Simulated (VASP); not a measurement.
# W16Cl in VASP: single point with PBE

Aim: the single point of W16Cl with PBE.

Everything below comes from runs of VASP 6.6.1. Logs are shortened: lines on timing, memory, paths and dates and some standing lists are left out, and cuts for length are marked.

### Step 1. The cell of the first run

The cell holds a slab with vacuum, 17 atoms: a = 6.367 Å, b = 6.367 Å, c = 20.143 Å, α = 90.00°, β = 90.00°, γ = 90.00°.

### Step 2. Single point, PBE

Input file INCAR:

```
SYSTEM = W16Cl
ALGO = Normal
DIPOL = 0.5 0.5 0.329
EDIFF = 1E-7
ENCUT = 520
GGA = PE
IDIPOL = 3
ISIF = 2
ISMEAR = 0
LASPH = .True.
LCHARG = .False.
LDIPOL = .True.
LREAL = Auto
LWAVE = .False.
NBANDS = 130
NELM = 80
PREC = Accurate
SIGMA = 0.1
```

Input file KPOINTS:

```
k-points
0
Gamma
  4 4 1
  0 0 0
```

Input file POSCAR:

```
W16Cl
1.0
    6.3673983380      0.0000000000      0.0000000000
    0.0000000000      6.3673983380      0.0000000000
    0.0000000000      0.0000000000     20.1425770443
W Cl
16 1
Direct
    0.2500000000      0.2500000000      0.1985843217
    0.2500000000      0.7500000000      0.1985843217
    0.7500000000      0.2500000000      0.1985843217
    0.7500000000      0.7500000000      0.1985843217
    0.0000000000      0.0000000000      0.2776134142
    0.0000000000      0.5000000000      0.2776134142
    0.5000000000      0.0000000000      0.2776134142
    0.5000000000      0.5000000000      0.2776134142
    0.2500000000      0.2500000000      0.3599451664
    0.2500000000      0.7500000000      0.3599451664
    0.7500000000      0.2500000000      0.3599451664
    0.7500000000      0.7500000000      0.3599451664
    0.0000000000      0.0000000000      0.4290700751
    0.0000000000      0.5000000000      0.4290700751
    0.5000000000      0.0000000000      0.4290700751
    0.5000000000      0.5000000000      0.4290700751
    0.0625000000      0.2500000000      0.5261646850
```

Potentials or basis: VASP PAW PBE potentials, release 64 (W_sv, Cl).

On the command line:

```bash
cat potpaw_PBE.64/W_sv/POTCAR potpaw_PBE.64/Cl/POTCAR > POTCAR
mpirun -np 1 vasp_std > vasp.out
```

OUTCAR:

```text
SYSTEM = W16Cl
   EDIFF = 1E-7
   ENCUT = 520
   GGA = PE
   ISIF = 2
   ISMEAR = 0
   LASPH = .True.
   LREAL = Auto
   NELM = 80
   PREC = Accurate

 ion  position               nearest neighbor table
   1  0.250  0.250  0.199-   5 2.76   6 2.76   7 2.76   8 2.76   2 3.18   3 3.18   2 3.18   3 3.18
                             9 3.25
   2  0.250  0.750  0.199-   5 2.76   6 2.76   7 2.76   8 2.76   1 3.18   4 3.18   1 3.18   4 3.18
                            10 3.25
   3  0.750  0.250  0.199-   5 2.76   6 2.76   7 2.76   8 2.76   1 3.18   4 3.18   4 3.18   1 3.18
                            11 3.25
   4  0.750  0.750  0.199-   5 2.76   6 2.76   7 2.76   8 2.76   2 3.18   3 3.18   3 3.18   2 3.18
                            12 3.25
   5  0.000  0.000  0.278-   1 2.76   2 2.76   3 2.76   4 2.76   9 2.80  10 2.80  11 2.80  12 2.80
                            13 3.05   7 3.18   6 3.18   6 3.18   7 3.18
   6  0.000  0.500  0.278-   1 2.76   2 2.76   3 2.76   4 2.76   9 2.80  10 2.80  11 2.80  12 2.80
                            14 3.05   8 3.18   5 3.18   5 3.18   8 3.18
   7  0.500  0.000  0.278-   1 2.76   2 2.76   3 2.76   4 2.76   9 2.80  10 2.80  11 2.80  12 2.80
                            15 3.05   8 3.18   5 3.18   8 3.18   5 3.18
   8  0.500  0.500  0.278-   1 2.76   2 2.76   3 2.76   4 2.76   9 2.80  10 2.80  11 2.80  12 2.80
                            16 3.05   7 3.18   6 3.18   7 3.18   6 3.18
   9  0.250  0.250  0.360-  13 2.65  14 2.65  15 2.65  16 2.65   5 2.80   6 2.80   7 2.80   8 2.80
                            10 3.18  11 3.18  10 3.18  11 3.18   1 3.25
  10  0.250  0.750  0.360-  13 2.65  14 2.65  15 2.65  16 2.65   5 2.80   6 2.80   7 2.80   8 2.80
                             9 3.18  12 3.18   9 3.18  12 3.18   2 3.25
  11  0.750  0.250  0.360-  13 2.65  14 2.65  15 2.65  16 2.65   5 2.80   6 2.80   7 2.80   8 2.80
                             9 3.18  12 3.18  12 3.18   9 3.18   3 3.25
  12  0.750  0.750  0.360-  13 2.65  14 2.65  15 2.65  16 2.65   5 2.80   6 2.80   7 2.80   8 2.80
                            10 3.18  11 3.18  11 3.18  10 3.18   4 3.25
  13  0.000  0.000  0.429-  17 2.55  10 2.65  11 2.65  12 2.65   9 2.65   5 3.05  15 3.18  14 3.18
                            14 3.18  15 3.18
  14  0.000  0.500  0.429-  17 2.55  10 2.65  11 2.65  12 2.65   9 2.65   6 3.05  16 3.18  13 3.18
                            13 3.18  16 3.18
  15  0.500  0.000  0.429-   9 2.65  10 2.65  11 2.65  12 2.65   7 3.05  13 3.18  16 3.18  16 3.18
                            13 3.18
  16  0.500  0.500  0.429-   9 2.65  10 2.65  11 2.65  12 2.65   8 3.05  14 3.18  15 3.18  15 3.18
                            14 3.18
  17  0.062  0.250  0.526-  13 2.55  14 2.55

  LATTYP: Found a simple tetragonal cell.
 ALAT       =     6.3673983380
 C/A-ratio  =     3.1633920127

  Lattice vectors:

 A1 = (   6.3673983380,   0.0000000000,   0.0000000000)
 A2 = (   0.0000000000,   6.3673983380,   0.0000000000)
 A3 = (   0.0000000000,   0.0000000000,  20.1425770443)

Analysis of symmetry for initial positions (statically):
=====================================================================
 Subroutine PRICEL returns:
 Original cell was already a primitive cell.

[... 161 lines left out ...]
   LORBIT       =      0    0 simple, 1 ext, 2 COOP (PROOUT), +10 PAW based schemes
   GGA     = PE    functional components
   LHFCALC =     F    Hartree Fock is set to
   AEXX    =    0.0000 exact exchange contribution
   IVDW    =     0    specifies the selected vdW correction
   LEPSILON=     F    determine dielectric tensor
   LRPA    =     F    only Hartree local field effects (RPA)
 non-spin polarized calculation
 Gauss-broadening in eV      SIGMA  =   0.10
  energy-cutoff  :      520.00
  volume of cell :      816.66
 maximum number of plane-waves:     22040
   NGX = 23   NGY = 23   NGZ = 75

 dipolmoment           0.000000      0.000000     -0.016162 electrons x Angstroem

 number of electron     230.9999964 magnetization

 dipolmoment           0.000000      0.000000      0.053160 electrons x Angstroem

 Free energy of the ion-electron system (eV)
  ---------------------------------------------------
  ext. energy  EPLUGINS =         0.00000000
  ---------------------------------------------------
  free energy    TOTEN  =      -190.75934347 eV

  energy without entropy =     -190.62662337  energy(sigma->0) =     -190.69298342

 E-fermi :   0.8557     XC(G=0):  -5.6339

 val. band max:        0.8463555673   @ k =   0.5000   0.5000   0.0000
 cond. band min:       0.8563543666   @ k =   0.5000   0.5000   0.0000
 fundamental gap:      0.0099987993
 Fermi energy:         0.8557474731

 k-point     1 :       0.0000    0.0000    0.0000
  band No.  band energies     occupation
      1     -73.0269      2.00000
      2     -72.9645      2.00000
      3     -72.9635      2.00000
      4     -72.9584      2.00000
      5     -72.9549      2.00000
      6     -72.9482      2.00000
[... 1159 lines left out ...]
    126       2.1680      0.00000
    127       2.2099      0.00000
 [bands above 127 left out]

------------------------ aborting loop because EDIFF is reached ----------------------------------------

 vacuum level on the upper side and lower side of the slab       (xc-potential included)         0.025        -0.223

  FORCE on cell =-STRESS in cart. coord.  units (eV):
  Direction    XX          YY          ZZ          XY          YZ          ZX
  --------------------------------------------------------------------------------------
  -------------------------------------------------------------------------------------
  Total      -21.4641364    -25.4338569    -10.4775407      0.0000000      0.0000000     -0.1619187
  in kB      -42.1099697    -49.8980682    -20.5556335      0.0000000      0.0000000     -0.3176644
  external PRESSURE =     -37.5212238 kB  Pullay stress =       0.0000000 kB

 VOLUME and BASIS-vectors are now :
 -----------------------------------------------------------------------------
  energy-cutoff  :      520.00
  volume of cell :      816.66
      direct lattice vectors                 reciprocal lattice vectors
     6.367398338  0.000000000  0.000000000     0.157050014  0.000000000  0.000000000
     0.000000000  6.367398338  0.000000000     0.000000000  0.157050014  0.000000000
     0.000000000  0.000000000 20.142577044     0.000000000  0.000000000  0.049646080

 POSITION                                       TOTAL-FORCE (eV/Angst)
 -----------------------------------------------------------------------------------
      1.59185      1.59185      4.00000         0.057968      0.000000      2.055946
      1.59185      4.77555      4.00000         0.022016      0.000000      2.008094
      4.77555      1.59185      4.00000        -0.035777      0.000000      1.993066
      4.77555      4.77555      4.00000        -0.005161      0.000000      2.053885
      0.00000      0.00000      5.59185        -0.033052     -0.084407     -1.978708
      0.00000      3.18370      5.59185        -0.033052      0.084407     -1.978708
[... 9 lines left out ...]
      3.18370      3.18370      8.64258        -0.040614     -0.021135     -0.034132
      0.39796      1.59185     10.59831        -0.241149      0.000000      0.008298
 -----------------------------------------------------------------------------------
    total drift:                               -0.000086     -0.000000      0.007845

  FREE ENERGIE OF THE ION-ELECTRON SYSTEM (eV)
  ---------------------------------------------------
  free  energy   TOTEN  =      -190.7593434739 eV

  energy  without entropy=     -190.6266233686  energy(sigma->0) =     -190.69298342

 vacuum level on the upper side and lower side of the slab         5.183         4.921
```

OSZICAR:

```text
N       E                     dE             d eps       ncg     rms          rms(c)
DAV:   1     0.292240609414E+04    0.29224E+04   -0.14208E+05  2964   0.167E+03
DAV:   2    -0.513984869033E+02   -0.29738E+04   -0.29357E+04  2646   0.519E+02
DAV:   3    -0.198515624047E+03   -0.14712E+03   -0.14275E+03  2910   0.110E+02
[... 32 lines left out ...]
DAV:  36    -0.190759341228E+03   -0.46763E-05   -0.18044E-07  1616   0.152E-03    0.121E-03
DAV:  37    -0.190759342547E+03   -0.13189E-05   -0.18319E-07  1608   0.156E-03    0.585E-04
DAV:  38    -0.190759343189E+03   -0.64175E-06   -0.38379E-08  1504   0.556E-04    0.500E-04
DAV:  39    -0.190759343395E+03   -0.20560E-06   -0.17097E-08  1488   0.636E-04    0.365E-04
DAV:  40    -0.190759343474E+03   -0.79355E-07   -0.15279E-08  1480   0.550E-04
   1 F= -.19075934E+03 E0= -.19069298E+03  d E =-.132720E+00
```

stdout:

```text
POSCAR found type information on POSCAR W Cl
 POSCAR found :  2 types and      17 ions
 scaLAPACK will be used
 LDA part: xc-table for (Slater+PW92), standard interpolation
 POSCAR, INCAR and KPOINTS ok, starting setup
 FFT: planning ... GRIDC
 FFT: planning ... GRID_SOFT
 FFT: planning ... GRID
 WAVECAR not read
 entering main loop
```

Wall time 30 min (1 thread of Intel Xeon 6975P-C (Granite Rapids), shared host); peak memory 1 GiB.

Results:

```yaml
Free_energy: -190.7593 eV
Largest_force: 2.166 eV/Å
Band_gap_on_the_k_mesh: zero (an odd number of electrons rules out a gap without spin polarisation)
```

Forces in eV/Å, atoms in the order of the input:
```
W    0.058  0.000  2.056
W    0.022  0.000  2.008
W   -0.036  0.000  1.993
W   -0.005  0.000  2.054
W   -0.033 -0.084 -1.979
W   -0.033  0.084 -1.979
W   -0.013 -0.031 -2.165
W   -0.013  0.031 -2.165
W    0.420  0.000 -0.718
W    0.227  0.000 -0.142
W   -0.188  0.000 -0.375
W   -0.612  0.000 -0.269
W    0.264  0.096  0.870
W    0.264 -0.096  0.870
W   -0.041  0.021 -0.034
W   -0.041 -0.021 -0.034
Cl  -0.241  0.000  0.008
```

Caveat: spin-orbit coupling is left out, which moves the levels of the heavy elements.
